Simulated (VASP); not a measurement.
# CuO (P4_2/mmc) in VASP: single point with LDA+U

Aim: the single point of CuO with LDA+U.

All numbers are computed with VASP 6.6.1; they aren't measurements. Logs are shortened: lines on timing, memory, paths and dates and some standing lists are left out, and cuts for length are marked.

## Step 1: The cell of the first run

It takes space group P4_2/mmc (No. 131, tetragonal). Conventional cell: a = 3.422 Å, b = 3.422 Å, c = 4.260 Å, α = 90.00°, β = 90.00°, γ = 90.00°. Within 2.7 Å of Cu (site symmetry mmm) lie 4 O at 2.02 Å. Within 2.7 Å of O (site symmetry -4m2) lie 4 Cu at 2.02 Å and 2 O at 2.13 Å.

## Step 2: Single point, LDA+U, collinear spin, ferromagnetic start

INCAR

```
SYSTEM = CuO
PREC = Accurate
ENCUT = 600
EDIFF = 1E-6
ISMEAR = 0
SIGMA = 0.05
LREAL = .False.
LASPH = .True.
NELM = 200
ALGO = Normal
ISIF = 2
LWAVE = .False.
LCHARG = .False.
ISPIN = 2
MAGMOM = 0.16 0.16 0.16 0.16 0.17 0.17 0.17 0.17
LORBIT = 11
LMAXMIX = 4
LDAU = .True.
LDAUTYPE = 2
LDAUL = 2 -1
LDAUU = 8 0
LDAUJ = 0 0
LDAUPRINT = 1
NBANDS = 48
GGA_COMPAT = .False.
```

KPOINTS

```
Automatic mesh
0
Gamma
  6 6 6
  0 0 0
```

POSCAR

```
CuO
1.0
    3.4220509700      0.0000000000      4.2604614800
    0.0000000000      3.4220509700      4.2604614800
    0.0000000000      0.0000000000      8.5209229600
Cu O
4 4
Direct
    0.0000000000      0.5000000000      0.7500000000
    0.5000000000      0.0000000000      0.0000000000
    0.0000000000      0.5000000000      0.2500000000
    0.5000000000      0.0000000000      0.5000000000
    0.0000000000      0.0000000000      0.1250000000
    0.0000000000      0.0000000000      0.3750000000
    0.0000000000      0.0000000000      0.6250000000
    0.0000000000      0.0000000000      0.8750000000
```

Potentials or basis: VASP PAW LDA potentials, release 64 (Cu, O).

Run with:

```console
$ cat potpaw_LDA.64/Cu/POTCAR potpaw_LDA.64/O/POTCAR > POTCAR
$ mpirun -np 1 vasp_std > vasp.out
```

OUTCAR:

```text
SYSTEM = CuO
   PREC = Accurate
   ENCUT = 600
   EDIFF = 1E-6
   ISMEAR = 0
   LREAL = .False.
   LASPH = .True.
   NELM = 200
   ISIF = 2
   ISPIN = 2
   LORBIT = 11

 ion  position               nearest neighbor table
   1  0.000  0.500  0.750-   6 2.02   7 2.02   5 2.02   8 2.02
   2  0.500  0.000  0.000-   7 2.02   8 2.02   5 2.02   6 2.02
   3  0.000  0.500  0.250-   5 2.02   8 2.02   6 2.02   7 2.02
   4  0.500  0.000  0.500-   5 2.02   6 2.02   7 2.02   8 2.02
   5  0.000  0.000  0.125-   1 2.02   2 2.02   3 2.02   4 2.02
   6  0.000  0.000  0.375-   2 2.02   3 2.02   1 2.02   4 2.02
   7  0.000  0.000  0.625-   3 2.02   4 2.02   1 2.02   2 2.02
   8  0.000  0.000  0.875-   1 2.02   4 2.02   3 2.02   2 2.02

  LATTYP: Found a body centered tetragonal cell.
 ALAT       =     4.8395108929
 C/A-ratio  =     1.7606992005

  Lattice vectors:

 A1 = (   0.0000000000,  -3.4220509700,  -4.2604614800)
 A2 = (   0.0000000000,   3.4220509700,  -4.2604614800)
 A3 = (   3.4220509700,   0.0000000000,   4.2604614800)

Analysis of symmetry for initial positions (statically):
=====================================================================
 Subroutine PRICEL returns following result:

  LATTYP: Found a simple tetragonal cell.
 ALAT       =     3.4220509700
 C/A-ratio  =     1.2450023443
[... 12 lines left out ...]
 Subroutine GETGRP returns: Found 16 space group operations
 (whereof  8 operations were pure point group operations)
 out of a pool of 16 trial point group operations.

The static configuration has the point symmetry D_2h.
 The point group associated with its full space group is D_4h.

Analysis of symmetry for dynamics (positions and initial velocities):
=====================================================================
 Subroutine PRICEL returns following result:

  LATTYP: Found a simple tetragonal cell.
 ALAT       =     3.4220509700
 C/A-ratio  =     1.2450023443
[... 12 lines left out ...]
 Subroutine GETGRP returns: Found 16 space group operations
 (whereof  8 operations were pure point group operations)
 out of a pool of 16 trial point group operations.

The dynamic configuration has the point symmetry D_2h.
 The point group associated with its full space group is D_4h.

Analysis of structural, dynamic, and magnetic symmetry:
=====================================================================
 Subroutine PRICEL returns following result:

  LATTYP: Found a simple tetragonal cell.
 ALAT       =     3.4220509700
 C/A-ratio  =     1.2450023443
[... 12 lines left out ...]
 Subroutine GETGRP returns: Found 16 space group operations
 (whereof  8 operations were pure point group operations)
 out of a pool of 16 trial point group operations.

The overall configuration has the point symmetry D_2h.
[... 280 lines left out ...]

 Free energy of the ion-electron system (eV)
  ---------------------------------------------------
  ext. energy  EPLUGINS =         0.00000000
  ---------------------------------------------------
  free energy    TOTEN  =       -33.26194118 eV

  energy without entropy =      -33.25729161  energy(sigma->0) =      -33.25961639

 E-fermi :   3.0601     XC(G=0): -11.0378

 val. band max:        3.0494068427   @ k =  -0.3333   0.1667   0.5000
 cond. band min:       3.0658921701   @ k =   0.5000   0.3333   0.1667
 fundamental gap:      0.0164853274
 Fermi energy:         3.0601026472

 spin component 1

 k-point     1 :       0.0000    0.0000    0.0000
  band No.  band energies     occupation
      1     -16.3925      1.00000
      2     -14.9271      1.00000
      3     -14.9271      1.00000
      4     -13.4791      1.00000
      5      -5.0866      1.00000
      6      -3.5813      1.00000
[... 2345 lines left out ...]
     45      13.8071      0.00000
     46      13.8797      0.00000

 [... further k-points ...]

 [bands above 46 left out]

------------------------ aborting loop because EDIFF is reached ----------------------------------------

  FORCE on cell =-STRESS in cart. coord.  units (eV):
  Direction    XX          YY          ZZ          XY          YZ          ZX
  --------------------------------------------------------------------------------------
  -------------------------------------------------------------------------------------
  Total      -15.0775673    -15.0775673      2.5878599      0.0000000      0.0000000      0.0000000
  in kB     -242.0930213   -242.0930213     41.5519827      0.0000000      0.0000000      0.0000000
  external PRESSURE =    -147.5446866 kB  Pullay stress =       0.0000000 kB

 VOLUME and BASIS-vectors are now :
 -----------------------------------------------------------------------------
  energy-cutoff  :      600.00
  volume of cell :       99.78
      direct lattice vectors                 reciprocal lattice vectors
     3.422050970  0.000000000  4.260461480     0.292222415  0.000000000  0.000000000
     0.000000000  3.422050970  4.260461480     0.000000000  0.292222415  0.000000000
     0.000000000  0.000000000  8.520922960    -0.146111208 -0.146111208  0.117358179

 POSITION                                       TOTAL-FORCE (eV/Angst)
 -----------------------------------------------------------------------------------
      0.00000      1.71103      8.52092         0.000000     -0.000000     -0.000000
      1.71103      0.00000      2.13023         0.000000     -0.000000     -0.000000
      0.00000      1.71103      4.26046         0.000000     -0.000000     -0.000000
      1.71103      0.00000      6.39069         0.000000     -0.000000     -0.000000
      0.00000      0.00000      1.06512         0.000000      0.000000      0.000000
      0.00000      0.00000      3.19535        -0.000000      0.000000     -0.000000
      0.00000      0.00000      5.32558        -0.000000      0.000000     -0.000000
      0.00000      0.00000      7.45581         0.000000     -0.000000     -0.000000
 -----------------------------------------------------------------------------------
    total drift:                                0.000000      0.000000      0.000000

  FREE ENERGIE OF THE ION-ELECTRON SYSTEM (eV)
  ---------------------------------------------------
  free  energy   TOTEN  =       -33.2619411778 eV

  energy  without entropy=      -33.2572916054  energy(sigma->0) =      -33.25961639

 total charge

# of ion       s       p       d       tot
------------------------------------------
    1        0.323   0.295   9.389  10.007
    2        0.323   0.295   9.389  10.007
    3        0.323   0.295   9.389  10.007
    4        0.323   0.295   9.389  10.007
    5        1.574   3.267   0.000   4.841
    6        1.574   3.267   0.000   4.841
    7        1.574   3.267   0.000   4.841
    8        1.574   3.267   0.000   4.841
--------------------------------------------------
tot          7.585  14.247  37.557  59.389

 magnetization (x)

# of ion       s       p       d       tot
------------------------------------------
    1       -0.005   0.001   0.319   0.315
    2       -0.005   0.001   0.319   0.315
    3       -0.005   0.001   0.319   0.315
    4       -0.005   0.001   0.319   0.315
    5        0.006   0.176   0.000   0.182
    6        0.006   0.176   0.000   0.182
    7        0.006   0.176   0.000   0.182
    8        0.006   0.176   0.000   0.182
--------------------------------------------------
tot          0.005   0.707   1.274   1.986
```

stdout:

```text
POSCAR found type information on POSCAR CuO
 POSCAR found :  2 types and       8 ions
 scaLAPACK will be used
 LDA part: xc-table for (Slater(with rela. corr.)+CA(PZ))
 , standard interpolation
 POSCAR, INCAR and KPOINTS ok, starting setup
 FFT: planning ... GRIDC
 FFT: planning ... GRID_SOFT
 FFT: planning ... GRID
 WAVECAR not read
 entering main loop
```

It took 32 min on 1 thread of Intel Xeon 8259CL, shared host; peak memory 0.48 GiB.

Results:

- Free energy: -33.2619 eV
- Pressure: -14.8 GPa
- Net moment: 2.06 μB per cell
- Site moments: Cu +0.32; O +0.18 μB
- Valence electrons inside the program's atomic spheres: Cu 10.01; O 4.84

Levels at points of the mesh, in eV from the Fermi level:
Spin up:
| k point | band 31 | band 32 | band 33 | band 34 | band 35 | band 36 | band 37 | band 38 | band 39 | band 40 |
| --- | --- | --- | --- | --- | --- | --- | --- | --- | --- | --- |
| (0.00, 0.00, 0.00) | -2.53 | -2.00 | -2.00 | -0.16 | -0.16 | 0.43 | 0.73 | 3.98 | 3.98 | 6.75 |
| (0.50, 0.00, 0.00) | -2.86 | -2.58 | -1.38 | -0.54 | -0.26 | 1.03 | 4.05 | 4.43 | 4.59 | 5.36 |
| (0.50, 0.50, 0.00) | -2.79 | -2.20 | -2.20 | -1.07 | -1.07 | 1.28 | 1.46 | 2.40 | 2.40 | 8.34 |
| (0.00, 0.00, 0.50) | -1.80 | -1.80 | -1.63 | -1.63 | -0.03 | -0.03 | 3.03 | 3.03 | 5.69 | 5.69 |
Spin down:
| k point | band 30 | band 31 | band 32 | band 33 | band 34 | band 35 | band 36 | band 37 |
| --- | --- | --- | --- | --- | --- | --- | --- | --- |
| (0.00, 0.00, 0.00) | -2.40 | -2.28 | -0.50 | -0.50 | 0.55 | 0.99 | 1.37 | 1.37 |
| (0.50, 0.00, 0.00) | -2.30 | -2.25 | -1.91 | -0.37 | 1.01 | 1.31 | 1.53 | 4.22 |
| (0.50, 0.50, 0.00) | -2.48 | -2.00 | -2.00 | -1.16 | 0.69 | 0.69 | 1.44 | 1.90 |
| (0.00, 0.00, 0.50) | -2.61 | -0.87 | -0.87 | -0.04 | -0.04 | 0.75 | 0.75 | 3.22 |

Eigenvalues of the final occupation matrices:
```csv
site,spin,trace,eigenvalues
site 1 d,1,4.87,0.95 0.97 0.97 0.98 1.00
site 1 d,2,4.55,0.70 0.94 0.97 0.97 0.97
site 2 d,1,4.87,0.95 0.97 0.97 0.98 1.00
site 2 d,2,4.55,0.70 0.94 0.97 0.97 0.97
site 3 d,1,4.87,0.95 0.97 0.97 0.98 1.00
site 3 d,2,4.55,0.70 0.94 0.97 0.97 0.97
site 4 d,1,4.87,0.95 0.97 0.97 0.98 1.00
site 4 d,2,4.55,0.70 0.94 0.97 0.97 0.97
```

Caveat: the stress differs along the axes, from -24 to 4 GPa.
